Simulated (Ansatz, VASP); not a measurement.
**One calculation of LiH, two programs**

```
Li H
1.0
     0.00000    1.99847    1.99847
     1.99847    0.00000    1.99847
     1.99847    1.99847    0.00000
Li H
1 1
Direct
  0.00000 0.00000 0.00000
  0.50000 0.50000 0.50000
```

Alike in both runs: task single point; functional HSE06; k mesh 8 × 8 × 8; no spin polarisation.

```csv
,VASP,Ansatz
version,VASP 6.6.1,Ansatz 0.2.0
potentials or method,"VASP PAW PBE potentials, release 64 (Li_sv, H)","plane waves, PAW"
plane-wave cutoff (eV),520,420
occupations,"gaussian, width 0.01 eV",fixed
valence electrons in the cell,4,4
```

|  | VASP | Ansatz | Ansatz less VASP |
| --- | --- | --- | --- |
| gap on the k mesh at the Fermi level (eV) | 3.96 | 3.97 | +0.002 |

Ansatz's warnings: stress exchange threshold loose, stress scf threshold loose.

Noted on VASP's run: the cutoff is under 1.25 times that of the potentials, so the pressure is a little rough.
